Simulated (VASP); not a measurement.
A run of VASP 6.6.1:

File INCAR:

```
SYSTEM = TePb
ALGO     = Normal         ! electronic algorithm
EDIFF    = 1E-8           ! SCF threshold, eV
ENCUT    = 600            ! plane-wave cutoff, eV
GGA      = CA             ! functional
IBRION   = 6              ! ionic algorithm
ISIF     = 3              ! what is computed and relaxed
ISMEAR   = 0              ! smearing method
LASPH    = .True.         ! aspherical terms in the spheres
LCHARG   = .False.        ! write CHGCAR
LREAL    = .False.        ! projectors in reciprocal space
LWAVE    = .False.        ! write WAVECAR
NBANDS   = 17             ! bands
NELM     = 60             ! most SCF steps
NFREE    = 2            
NSW      = 1              ! ionic steps
POTIM    = 0.015          ! step
PREC     = Accurate       ! precision mode
SIGMA    = 0.01           ! smearing width, eV
```

File KPOINTS:

```
k-points
0
Gamma
  6 6 6
  0 0 0
```

POSCAR

```
TePb
1.0
    0.0000000000      3.2310000000      3.2310000000
    3.2310000000      0.0000000000      3.2310000000
    3.2310000000      3.2310000000      0.0000000000
Pb Te
1 1
Direct
    0.0000000000      0.0000000000      0.0000000000
    0.5000000000      0.5000000000      0.5000000000
```

Potentials or basis: VASP PAW LDA potentials, release 64 (Pb_d, Te).

Run with:

```console
$ cat potpaw_LDA.64/Pb_d/POTCAR potpaw_LDA.64/Te/POTCAR > POTCAR
$ mpirun -np 1 vasp_std > vasp.out
```

Hardware: 1 thread of Intel Xeon 8259CL, on a shared host.

Q: How long does it take, and how much memory?

A: Run time: 35 min on 1 thread of Intel Xeon 8259CL (shared host), peak memory 0.31 GiB. Counts: scf iterations 162, k points 16.
